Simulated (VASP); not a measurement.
CaO, 2 atoms in the cell. It takes space group Fm-3m (No. 225, cubic). Conventional cell: a = 4.767 Å, b = 4.767 Å, c = 4.767 Å, α = 90.00°, β = 90.00°, γ = 90.00°. Within 3.1 Å of Ca (site symmetry m-3m) lie 6 O at 2.38 Å. Within 3.1 Å of O (site symmetry m-3m) lie 6 Ca at 2.38 Å. 

| Item | Value |
| --- | --- |
| Program | VASP 6.6.1 |
| Task | relaxation of cell and atoms |
| Functional | PBEsol |
| Potentials or basis | VASP PAW PBE potentials, release 64 (Ca_sv, O) |
| Cutoff | 600 eV |
| k mesh | 8 × 8 × 8 |
| Occupations | gaussian, width 0.01 eV |
| Spin | no spin polarisation |
| Target pressure | -2 GPa |
| Dipole correction | no |
| Further INCAR settings | ALGO = Normal; EDIFF = 1e-06; IBRION = 2; EDIFFG = -0.002; NSW = 100; ISIF = 3 |

Potentials or basis: VASP PAW PBE potentials, release 64 (Ca_sv, O).

Launch:

```bash
$ cat potpaw_PBE.64/Ca_sv/POTCAR potpaw_PBE.64/O/POTCAR > POTCAR
$ mpirun -np 1 vasp_std > vasp.out
```

Hardware: 1 thread of Intel(R) Xeon(R) 6975P-C (Granite Rapids), with other jobs on the host.

Question: How long does it take, and how much memory?

Answer: Wall time 14 s on 1 thread of Intel(R) Xeon(R) 6975P-C (Granite Rapids), with other jobs on the host, peak memory 0.17 GiB. Counts: scf iterations 29, k points 29, ion steps 3.
